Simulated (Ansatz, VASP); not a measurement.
# PbSe in VASP and in Ansatz

The input INCAR:

```
SYSTEM = PbSe
  PREC = Accurate
  ENCUT = 500
  EDIFF = 1E-6
  ISMEAR = -1
  SIGMA = 0.01
  LREAL = .FALSE.
  LASPH = .TRUE.
  NELM = 120
  ALGO = Normal
  ISIF = 2
  LWAVE = .FALSE.
  LCHARG = .FALSE.
  GGA = PS
  NBANDS = 17
  GGA_COMPAT = .FALSE.
```

Contents of KPOINTS:

```
regular mesh
0
G
  9 9 9
  0 0 0
```

File POSCAR:

```
PbSe
1.0
    0.0306215000      3.0774607500      3.0774607500
    3.0774607500      0.0306215000      3.0774607500
    3.0774607500      3.0774607500      0.0306215000
Pb Se
1 1
Direct
    0.0000000000      0.0000000000      0.0000000000
    0.5000000000      0.5000000000      0.5000000000
```

Input for Ansatz:

```yaml
crystal:
  lattice:
    - [0.0306215, 3.07746075, 3.07746075]
    - [3.07746075, 0.0306215, 3.07746075]
    - [3.07746075, 3.07746075, 0.0306215]
  atoms:
    - { symbol: Pb, position: [0.0, 0.0, 0.0] }
    - { symbol: Se, position: [0.5, 0.5, 0.5] }
kpoints:
  mp_grid: { grid: [9, 9, 9] }
  band_path:
    path:
      - [0.0, 0.0, 0.0]
      - [0.5, 0.5, 0.5]
      - [0.247543133, 0.5, 0.752456867]
      - [-0.247543133, 0.247543133, 0.5]
      - [0.0, 0.0, 0.5]
      - [0.0, 0.0, 0.0]
      - [-0.3737715665, 0.0, 0.3737715665]
      - [0.0, 0.3737715665, 0.6262284335]
      - [0.0, 0.5, 0.5]
    npoints: 5
scf:
  occupations: { method: fermi_dirac, width: 0.01 }
hamiltonian:
  xc: pbesol
  pseudopotentials: { kind: all_electron, lapw: { basis_error: 0.00025 } }
output:
  forces: true
  stress: true
  eigenvalues: true
```

Change from the starting cell: equal xy, yz and zx shear strains of +1 %.

Alike in both runs: task single point; functional PBEsol; k mesh 9 × 9 × 9; occupations fermi-dirac, width 0.01 eV; no spin polarisation.

```csv
,VASP,Ansatz
version,VASP 6.6.1,Ansatz 0.2.0
potentials or method,"VASP PAW PBE potentials, release 64 (Pb_d, Se), cutoff 500 eV","all-electron LAPW, scalar-relativistic"
```

```tsv
	VASP	Ansatz	Ansatz less VASP
gap on the k mesh at the Fermi level (eV)	0.57	0.56	-0.001
pressure (GPa)	-0.6	-0.6	+0.01
traceless stress, the component that is largest in VASP (GPa)	-0.18	-0.18	0.000
```

VASP's potentials were made for PBE, not for PBEsol. Ansatz ran all-electron here, and VASP with PAW potentials.

Spin-orbit coupling is off throughout.
